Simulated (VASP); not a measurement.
# BN (sol) (P6_3mc) in VASP: notebook

Runs on BN (sol). Level: PBEsol. Tasks: single point.

Program: VASP 6.6.1. These are calculated values, not measurements. Logs are shortened: lines on timing, memory, paths and dates and some standing lists are left out, and cuts for length are marked.

### Step 1. The cell of the first run

Symmetry: P6_3mc, No. 186, hexagonal system. Conventional cell: a = 2.541 Å, b = 2.541 Å, c = 4.203 Å, α = 90.00°, β = 90.00°, γ = 120.00°. B (site symmetry 3m) has 4 N at 1.50 to 1.81 Å within 2.0 Å. N (site symmetry 3m) has 4 B at 1.50 to 1.81 Å within 2.0 Å.

### Step 2. Single point, PBEsol

Input file INCAR:

```
ALGO = Normal
EDIFF = 1E-6
ENCUT = 520
GGA = PS
ISIF = 2
ISMEAR = 0
LASPH = True
LCHARG = False
LREAL = False
LWAVE = False
NBANDS = 16
NELM = 60
PREC = Accurate
SIGMA = 0.01
```

Input file KPOINTS:

```
k-points
0
Gamma
  12 12 6
```

Input file POSCAR:

```
BN
1.0
    2.5405666191      0.0000000000      0.0000000000
   -1.2702833096      2.2001952322      0.0000000000
    0.0000000000      0.0000000000      4.2026461249
B N
2 2
Direct
    0.3333333333      0.6666666667     -0.0284802139
    0.6666666667      0.3333333333      0.4715197861
    0.3333333333      0.6666666667      0.4024802139
    0.6666666667      0.3333333333      0.9024802139
```

Potentials or basis: VASP PAW PBE potentials, release 64 (B, N).

The run is started by

```sh
$ cat potpaw_PBE.64/B/POTCAR potpaw_PBE.64/N/POTCAR > POTCAR
$ mpirun -np 1 vasp_std > vasp.out
```

OUTCAR:

```text
EDIFF = 1E-6
   ENCUT = 520
   GGA = PS
   ISIF = 2
   ISMEAR = 0
   LASPH = True
   LREAL = False
   NELM = 60
   PREC = Accurate

 ion  position               nearest neighbor table
   1  0.333  0.667  0.972-   4 1.50   4 1.50   4 1.50   3 1.81
   2  0.667  0.333  0.472-   3 1.50   3 1.50   3 1.50   4 1.81
   3  0.333  0.667  0.402-   2 1.50   2 1.50   2 1.50   1 1.81
   4  0.667  0.333  0.902-   1 1.50   1 1.50   1 1.50   2 1.81

  LATTYP: Found a hexagonal cell.
 ALAT       =     2.5405666191
 C/A-ratio  =     1.6542160687

  Lattice vectors:

 A1 = (   2.5405666191,   0.0000000000,   0.0000000000)
 A2 = (  -1.2702833096,   2.2001952322,   0.0000000000)
 A3 = (   0.0000000000,   0.0000000000,   4.2026461249)

Analysis of symmetry for initial positions (statically):
=====================================================================
 Subroutine PRICEL returns:
 Original cell was already a primitive cell.

 Routine SETGRP: Setting up the symmetry group for a
 hexagonal supercell.

 Subroutine GETGRP returns: Found 12 space group operations
 (whereof  6 operations were pure point group operations)
 out of a pool of 24 trial point group operations.

The static configuration has the point symmetry C_3v.
 The point group associated with its full space group is C_6v.

Analysis of symmetry for dynamics (positions and initial velocities):
=====================================================================
 Subroutine PRICEL returns:
 Original cell was already a primitive cell.

 Routine SETGRP: Setting up the symmetry group for a
 hexagonal supercell.

 Subroutine GETGRP returns: Found 12 space group operations
 (whereof  6 operations were pure point group operations)
 out of a pool of 24 trial point group operations.

The dynamic configuration has the point symmetry C_3v.
 The point group associated with its full space group is C_6v.

 Subroutine INISYM returns: Found 12 space group operations
 (whereof  6 operations are pure point group operations),
 and found     1 'primitive' translations

----------------------------------------------------------------------------------------

                                     Primitive cell

  volume of cell :      23.4917

[... 85 lines left out ...]
   ICHARG =      2    charge: 1-file 2-atom 10-const
   ISPIN  =      1    spin polarized calculation?
   LNONCOLLINEAR =      F non collinear calculations
   LSORBIT =      F    spin-orbit coupling
   LASPH  =      T    aspherical Exc in radial PAW
   ENCUT  =  520.0 eV  38.22 Ry    6.18 a.u.   4.72  4.72  7.81*2*pi/ulx,y,z
   NELM   =     60;   NELMIN=  2; NELMDL= -5     # of ELM steps
   EDIFF  = 0.1E-05   stopping-criterion for ELM
   LREAL  =      F    real-space projection
   EDIFFG = 0.1E-04   stopping-criterion for IOM
   NSW    =      0    number of steps for IOM
   IBRION =     -1    ionic relax: 0-MD 1-quasi-New 2-CG
   NFREE  =      0    steps in history (QN), initial steepest desc. (CG)
   ISIF   =      2    stress and relaxation
   ISYM   =      2    0-nonsym 1-usesym 2-fastsym
   POTIM  = 0.5000    time-step for ionic-motion
   TEBEG  =    0.0;   TEEND  =   0.0 temperature during run
   PSTRESS=    0.0 pullay stress
   NELECT =      16.0000    total number of electrons
   NUPDOWN=      -1.0000    fix difference up-down
   EMIN   =  10.00;   EMAX   =-10.00  energy-range for DOS
   EFERMI =   0.00;   METHOD = LEGACY
   ISMEAR =     0;   SIGMA  =   0.01  broadening in eV -4-tet -1-fermi 0-gaus
   EFERMI_NEDOS =   21; number of points for ismear=-14 and -15
   IALGO  =     38    algorithm
   IMIX   =      4    mixing-type and parameters
     AMIX     =   0.40;   BMIX     =  1.00
     AMIX_MAG =   1.60;   BMIX_MAG =  1.00
  volume/ion in A,a.u.               =       5.87        39.63
  Fermi-wavevector in a.u.,A,eV,Ry     =   1.440378  2.721921 28.227872  2.074690
  Thomas-Fermi vector in A             =   2.559129
   LORBIT       =      0    0 simple, 1 ext, 2 COOP (PROOUT), +10 PAW based schemes
   GGA     = PS    functional components
   LHFCALC =     F    Hartree Fock is set to
   AEXX    =    0.0000 exact exchange contribution
   IVDW    =     0    specifies the selected vdW correction
   LEPSILON=     F    determine dielectric tensor
   LRPA    =     F    only Hartree local field effects (RPA)
 non-spin polarized calculation
 Gauss-broadening in eV      SIGMA  =   0.01
  energy-cutoff  :      520.00
  volume of cell :       23.49
 maximum number of plane-waves:       652
 NGX is ok and might be reduce to    20
   NGX =  9   NGY =  9   NGZ = 15

 number of electron      16.0000001 magnetization

 Free energy of the ion-electron system (eV)
  ---------------------------------------------------
  ext. energy  EPLUGINS =         0.00000000
  ---------------------------------------------------
  free energy    TOTEN  =       -35.75756542 eV

  energy without entropy =      -35.75756542  energy(sigma->0) =      -35.75756542

 E-fermi :   8.9336     XC(G=0): -13.0167

 val. band max:        8.8206618631   @ k =   0.0000   0.0000   0.0000
 cond. band min:      13.0479870795   @ k =   0.5000   0.0000   0.3333
 fundamental gap:      4.2273252165
 Fermi energy:         8.9335882543

 k-point     1 :       0.0000    0.0000    0.0000
  band No.  band energies     occupation
      1     -12.9556      2.00000
      2      -8.6938      2.00000
      3      -3.0185      2.00000
      4       4.8516      2.00000
      5       4.8516      2.00000
      6       6.5053      2.00000
[... 433 lines left out ...]
      3      -1.3186      2.00000
      4       0.5463      2.00000
      5       0.9955      2.00000
      6       2.5801      2.00000
[... 8 lines left out ...]
     15      23.3735      0.00000
     16      24.4661      0.00000

 [... further k-points ...]
[... 5 lines left out ...]
  --------------------------------------------------------------------------------------
  -------------------------------------------------------------------------------------
  Total        1.1002567      1.1002567      3.9111570     -0.0000000      0.0000000      0.0000000
  in kB       75.0395062     75.0395062    266.7480160     -0.0000000      0.0000000      0.0000000
  external PRESSURE =     138.9423428 kB  Pullay stress =       0.0000000 kB

 VOLUME and BASIS-vectors are now :
 -----------------------------------------------------------------------------
  energy-cutoff  :      520.00
  volume of cell :       23.49
      direct lattice vectors                 reciprocal lattice vectors
     2.540566619  0.000000000  0.000000000     0.393612981  0.227252560  0.000000000
    -1.270283310  2.200195232  0.000000000     0.000000000  0.454505121  0.000000000
     0.000000000  0.000000000  4.202646125     0.000000000  0.000000000  0.237945325

 POSITION                                       TOTAL-FORCE (eV/Angst)
 -----------------------------------------------------------------------------------
     -0.00000      1.46680      4.08295         0.000000     -0.000000      2.693842
      1.27028      0.73340      1.98163        -0.000000      0.000000      2.693842
     -0.00000      1.46680      1.69148        -0.000000     -0.000000     -2.693842
      1.27028      0.73340      3.79280        -0.000000     -0.000000     -2.693842
 -----------------------------------------------------------------------------------
    total drift:                               -0.000000      0.000000     -0.001320

  FREE ENERGIE OF THE ION-ELECTRON SYSTEM (eV)
  ---------------------------------------------------
  free  energy   TOTEN  =       -35.7575654173 eV

  energy  without entropy=      -35.7575654173  energy(sigma->0) =      -35.75756542
```

Wall time 9.7 s (1 thread of Intel Xeon 6975P-C (Granite Rapids), shared host); peak memory 0.14 GiB.

What came out:

```yaml
Free_energy: -35.7576 eV
Pressure: 13.9 GPa
Largest_force: 2.694 eV/Å
Band_gap_on_the_k_mesh: 4.23 eV, indirect (least direct gap 6.67 eV)
```

Forces on the atoms (eV/Å):
```
B    0.000  0.000  2.694
B    0.000  0.000  2.694
N    0.000  0.000 -2.694
N    0.000  0.000 -2.694
```

Caveat: the PAW data sets were made with another functional, which shifts forces and pressure a little.

### Step 3. Single point, PBEsol

Input file INCAR:

```
SYSTEM = BN
  ALGO = Normal
  EDIFF = 1E-6
  ENCUT = 520
  GGA = PS
  ISIF = 2
  ISMEAR = 0
  LASPH = .TRUE.
  LCHARG = .FALSE.
  LREAL = .FALSE.
  LWAVE = .FALSE.
  NBANDS = 16
  NELM = 80
  PREC = Accurate
  SIGMA = 0.01
```

Input file KPOINTS:

```
k-points
0
G
  12 12 6
  0 0 0
```

Input file POSCAR:

```
BN
1.0
    2.5405666191      0.0000000000      0.0000000000
   -1.2702833096      2.2001952322      0.0000000000
    0.0000000000      0.0000000000      4.2026461249
B N
2 2
Direct
    0.3333333333      0.6666666667     -0.0378947010
    0.6666666667      0.3333333333      0.4621052990
    0.3333333333      0.6666666667      0.4118947010
    0.6666666667      0.3333333333      0.9118947010
```

Potentials or basis: VASP PAW PBE potentials, release 64 (B, N).

The run is started by

```sh
$ cat potpaw_PBE.64/B/POTCAR potpaw_PBE.64/N/POTCAR > POTCAR
$ mpirun -np 1 vasp_std > vasp.out
```

OUTCAR:

```text
SYSTEM = BN
   EDIFF = 1E-6
   ENCUT = 520
   GGA = PS
   ISIF = 2
   ISMEAR = 0
   LASPH = .TRUE.
   LREAL = .FALSE.
   NELM = 80
   PREC = Accurate

 ion  position               nearest neighbor table
   1  0.333  0.667  0.962-   4 1.48   4 1.48   4 1.48   3 1.89
   2  0.667  0.333  0.462-   3 1.48   3 1.48   3 1.48   4 1.89
   3  0.333  0.667  0.412-   2 1.48   2 1.48   2 1.48   1 1.89
   4  0.667  0.333  0.912-   1 1.48   1 1.48   1 1.48   2 1.89

  LATTYP: Found a hexagonal cell.
 ALAT       =     2.5405666191
 C/A-ratio  =     1.6542160687

  Lattice vectors:

 A1 = (   2.5405666191,   0.0000000000,   0.0000000000)
 A2 = (  -1.2702833096,   2.2001952322,   0.0000000000)
 A3 = (   0.0000000000,   0.0000000000,   4.2026461249)

Analysis of symmetry for initial positions (statically):
=====================================================================
 Subroutine PRICEL returns:
 Original cell was already a primitive cell.

 Routine SETGRP: Setting up the symmetry group for a
 hexagonal supercell.

[... 168 lines left out ...]
  ---------------------------------------------------
  free energy    TOTEN  =       -35.34481679 eV

  energy without entropy =      -35.34481679  energy(sigma->0) =      -35.34481679

 E-fermi :   8.9390     XC(G=0): -13.0108

 val. band max:        8.8752567602   @ k =   0.0000   0.0000   0.0000
 cond. band min:      12.5754835329   @ k =   0.5000   0.0000   0.3333
 fundamental gap:      3.7002267727
 Fermi energy:         8.9390029078

 k-point     1 :       0.0000    0.0000    0.0000
  band No.  band energies     occupation
      1     -12.9656      2.00000
      2      -8.6991      2.00000
      3      -2.9329      2.00000
      4       4.6956      2.00000
      5       4.6956      2.00000
      6       6.2509      2.00000
[... 433 lines left out ...]
      3      -1.3484      2.00000
      4       0.6366      2.00000
      5       0.9006      2.00000
      6       2.4111      2.00000
[... 8 lines left out ...]
     15      23.2271      0.00000
     16      24.6908      0.00000

 [... further k-points ...]
[... 5 lines left out ...]
  --------------------------------------------------------------------------------------
  -------------------------------------------------------------------------------------
  Total        1.2112373      1.2112373      6.2899399     -0.0000000     -0.0000000      0.0000000
  in kB       82.6085890     82.6085890    428.9853367     -0.0000000     -0.0000000      0.0000000
  external PRESSURE =     198.0675049 kB  Pullay stress =       0.0000000 kB

 VOLUME and BASIS-vectors are now :
 -----------------------------------------------------------------------------
  energy-cutoff  :      520.00
  volume of cell :       23.49
      direct lattice vectors                 reciprocal lattice vectors
     2.540566619  0.000000000  0.000000000     0.393612981  0.227252560  0.000000000
    -1.270283310  2.200195232  0.000000000     0.000000000  0.454505121  0.000000000
     0.000000000  0.000000000  4.202646125     0.000000000  0.000000000  0.237945325

 POSITION                                       TOTAL-FORCE (eV/Angst)
 -----------------------------------------------------------------------------------
     -0.00000      1.46680      4.04339        -0.000000     -0.000000      2.446392
      1.27028      0.73340      1.94207         0.000000      0.000000      2.446392
     -0.00000      1.46680      1.73105         0.000000      0.000000     -2.446392
      1.27028      0.73340      3.83237        -0.000000     -0.000000     -2.446392
 -----------------------------------------------------------------------------------
    total drift:                                0.000000      0.000000     -0.000683

  FREE ENERGIE OF THE ION-ELECTRON SYSTEM (eV)
  ---------------------------------------------------
  free  energy   TOTEN  =       -35.3448167917 eV

  energy  without entropy=      -35.3448167917  energy(sigma->0) =      -35.34481679
```

stdout:

```text
POSCAR found type information on POSCAR B N
 POSCAR found :  2 types and       4 ions
 scaLAPACK will be used
 -----------------------------------------------------------------------------
|                                                                             |
|                                                                             |
|     You enforced a specific xc type in the INCAR file but a different       |
|     I HOPE YOU KNOW WHAT YOU ARE DOING!                                     |
|                                                                             |
 -----------------------------------------------------------------------------

 LDA part: xc-table for (Slater+PW92), standard interpolation
 POSCAR, INCAR and KPOINTS ok, starting setup
 FFT: planning ... GRIDC
 FFT: planning ... GRID_SOFT
 FFT: planning ... GRID
 WAVECAR not read
 entering main loop
```

Wall time 9.5 s (1 thread of Intel Xeon 6975P-C (Granite Rapids), shared host); peak memory 0.14 GiB.

Results:

- Free energy: -35.3448 eV
- Pressure: 19.8 GPa
- Largest force: 2.446 eV/Å
- Band gap on the k mesh: 3.70 eV, indirect (least direct gap 6.21 eV)

Forces on the atoms (eV/Å):
```
B    0.000  0.000  2.446
B    0.000  0.000  2.446
N    0.000  0.000 -2.446
N    0.000  0.000 -2.446
```

Caveat: the PAW data sets were made with another functional, which shifts forces and pressure a little.

### Step 4. Single point, PBEsol

Input file INCAR:

```
SYSTEM = BN
PREC = Accurate
ENCUT = 520
EDIFF = 1E-6
ISMEAR = 0
SIGMA = 0.01
LREAL = .FALSE.
LASPH = .TRUE.
NELM = 100
ALGO = Normal
ISIF = 2
LWAVE = .FALSE.
LCHARG = .FALSE.
GGA = PS
NBANDS = 16
```

Input file KPOINTS:

```
regular mesh
0
G
  12 12 6
  0 0 0
```

Input file POSCAR:

```
BN
1.0
    2.5405666191      0.0000000000      0.0000000000
   -1.2702833096      2.2001952322      0.0000000000
    0.0000000000      0.0000000000      4.2026461249
B N
2 2
Direct
    0.3333333333      0.6666666667     -0.0473091881
    0.6666666667      0.3333333333      0.4526908119
    0.3333333333      0.6666666667      0.4213091881
    0.6666666667      0.3333333333      0.9213091881
```

The run is started by

```sh
$ cat potpaw_PBE.64/B/POTCAR potpaw_PBE.64/N/POTCAR > POTCAR
$ mpirun -np 1 vasp_std > vasp.out
```

Wall time 10 s (1 thread of Intel Xeon 6975P-C (Granite Rapids), shared host); peak memory 0.14 GiB.

Results (log left out):

| Quantity | Value |
| --- | --- |
| Free energy | -35.0053 eV |
| Pressure | 24.7 GPa |
| Largest force | 1.781 eV/Å |
| Band gap on the k mesh | 3.32 eV, indirect (least direct gap 5.45 eV) |

Forces on the atoms (eV/Å):
```
B    0.000  0.000  1.781
B    0.000  0.000  1.781
N    0.000  0.000 -1.781
N    0.000  0.000 -1.781
```

Stress tensor (GPa, compression positive):
```
 8.24  0.00  0.00
 0.00  8.24  0.00
 0.00  0.00 57.66
```

Levels at points of the mesh, in eV from the valence-band top:
| k point | band 6 | band 7 | band 8 | band 9 | band 10 | band 11 |
| --- | --- | --- | --- | --- | --- | --- |
| (0.00, 0.00, 0.00) | -2.79 | -2.79 | -0.02 | 7.62 | 7.62 | 7.91 |
| (0.50, 0.00, 0.00) | -7.07 | -5.25 | -3.56 | 5.23 | 5.66 | 9.34 |
| (0.00, 0.00, 0.50) | -3.57 | -3.57 | -3.57 | 8.26 | 8.26 | 8.60 |
| (0.50, 0.00, 0.50) | -6.34 | -2.80 | -2.80 | 3.59 | 3.59 | 7.34 |

Caveat: the PAW data sets were made with another functional, which shifts forces and pressure a little. A k mesh can miss the band edges.
